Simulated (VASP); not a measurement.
Wanted: the native input for a VASP 6.6.1 run.

* Task: relaxation of cell and atoms
* Functional: PBE
* Potentials or basis: VASP PAW PBE potentials, release 64 (La, Lu, O)
* Cutoff: 600 eV
* k mesh: 6 × 6 × 2
* Occupations: gaussian, width 0.1 eV
* Spin: no spin polarisation
* Dipole correction: no
* Further INCAR settings: ALGO = Normal; EDIFF = 1e-06; IBRION = 2; EDIFFG = -0.04; NSW = 90; ISIF = 3

The structure of La3LuO2 lies in POSCAR:

```
La3LuO2
1.0
    3.7080024784      0.0000000000      0.0000000000
   -1.8540012392      3.2112243436      0.0000000000
    0.0000000000      0.0000000000     11.7736479794
La Lu O
3 1 2
Direct
    0.0000000000      0.0000000000      0.5000000000
    0.6666666667      0.3333333333      0.2544019428
    0.3333333333      0.6666666667      0.7455980572
    1.0000000000      0.0000000000      0.0000000000
    0.6666666667      0.3333333333      0.6188417737
    0.3333333333      0.6666666667      0.3811582263
```

The cell was built from a structure type or drawn by symmetry, and may not be a known phase.

The input as run:

INCAR

```
SYSTEM = La3LuO2
PREC = Accurate
ENCUT = 600
EDIFF = 1E-6
ISMEAR = 0
SIGMA = 0.1
LREAL = .FALSE.
LASPH = .TRUE.
NELM = 100
ALGO = Normal
ISIF = 3
LWAVE = .FALSE.
LCHARG = .FALSE.
GGA = PE
IBRION = 2
NSW = 90
EDIFFG = -0.04
```

KPOINTS

```
Automatic mesh
0
G
  6 6 2
  0 0 0
```

Potentials or basis: VASP PAW PBE potentials, release 64 (La, Lu, O).

Launch:

```console
$ cat potpaw_PBE.64/La/POTCAR potpaw_PBE.64/Lu/POTCAR potpaw_PBE.64/O/POTCAR > POTCAR
$ mpirun -np 1 vasp_std > vasp.out
```

It gave:

- Relaxed volume: 23.67 Å³/atom
- Relaxed cell: a = 3.690 Å, b = 3.690 Å, c = 12.042 Å, α = 90.00°, β = 90.00°, γ = 120.00°
- Space group after relaxing (to 0.1 Å): P-3m1 (No. 164)
- Energy gained by relaxing: 3.2 meV/atom
- Ionic steps: 7
- Pressure after relaxing: 0.0 GPa
- Largest force after relaxing: 0.039 eV/Å
- Band gap on the k mesh: zero (bands 35 and 36 overlap by 0.72 eV)

Caveat: spin-orbit coupling is left out, which moves the levels of the heavy elements.

It took 27 min on 1 thread of Intel Xeon 8259CL (shared host), peak memory 0.37 GiB.
